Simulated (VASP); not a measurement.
Crystal: SnPbSe2.

```
Sn Pb Se
1.0
     0.00000    6.07065   -6.07065
    -6.07065    0.00000   -6.07065
    -6.07065    6.07065    0.00000
Sn Pb Se
4 4 8
Direct
  0.50000 0.50000 0.00000
  0.00000 0.50000 0.00000
  0.50000 0.00000 0.00000
  0.00000 0.50000 0.50000
  0.00000 0.00000 0.00000
  0.50000 0.50000 0.50000
  0.50000 0.00000 0.50000
  0.00000 0.00000 0.50000
  0.75000 0.75000 0.25000
  0.25000 0.75000 0.25000
  0.75000 0.25000 0.25000
  0.25000 0.25000 0.25000
  0.75000 0.75000 0.75000
  0.25000 0.75000 0.75000
  0.75000 0.25000 0.75000
  0.25000 0.25000 0.75000
```

| Property | Result |
| --- | --- |
| Program | VASP 6.6.1 |
| Task | relaxation of cell and atoms |
| Functional | LDA |
| Potentials or basis | VASP PAW LDA potentials, release 64 (Sn_d, Pb_d, Se) |
| Cutoff | 600 eV |
| k mesh | 6 × 6 × 6 |
| Occupations | gaussian, width 0.03 eV |
| Spin | no spin polarisation |

At the start: pressure -2.4 GPa; volume 27.97 Å³/atom.

How do energy, volume and symmetry change on relaxing?

Over 5 steps the energy falls by 12.3 meV/atom and the volume is 26.67 Å³/atom (-4.6 %); space group Imma (No. 74, to 0.1 Å) before and after.

The path:
| step | energy change (eV) | largest force (eV/Å) | pressure (GPa) | volume (Å³) |
| --- | --- | --- | --- | --- |
| 1 | 0.0000 | 0.2390 | -2.44 | 447.44 |
| 2 | -0.1539 | 0.2262 | 0.98 | 420.44 |
| 3 | -0.1711 | 0.2299 | 0.08 | 426.64 |
| 4 | -0.1838 | 0.1649 | 0.07 | 426.68 |
| 5 | -0.1969 | 0.0054 | 0.03 | 426.78 |

Final structure:
```
Sn Pb Se
1.0
     0.00000    5.97585   -5.97585
    -5.97595    0.00022   -5.97563
    -5.97595    5.97563   -0.00022
Sn Pb Se
4 4 8
Cartesian
  -2.9880 2.9880 -5.9757
  -2.9880 0.0001 -2.9878
  0.0000 2.9879 -2.9879
  -5.9760 2.9879 -2.9879
  0.0000 0.0000 0.0000
  -5.9760 5.9759 -5.9759
  -2.9880 5.9757 -2.9880
  -2.9880 2.9878 -0.0001
  -5.9433 5.9760 -8.9637
  -5.9433 2.9880 -5.9757
  -2.9880 5.9431 -6.0086
  -2.9880 2.9553 -3.0205
  -8.9639 8.9964 -8.9312
  -8.9639 6.0086 -5.9431
  -6.0086 8.9637 -5.9760
  -6.0086 5.9757 -2.9880
```
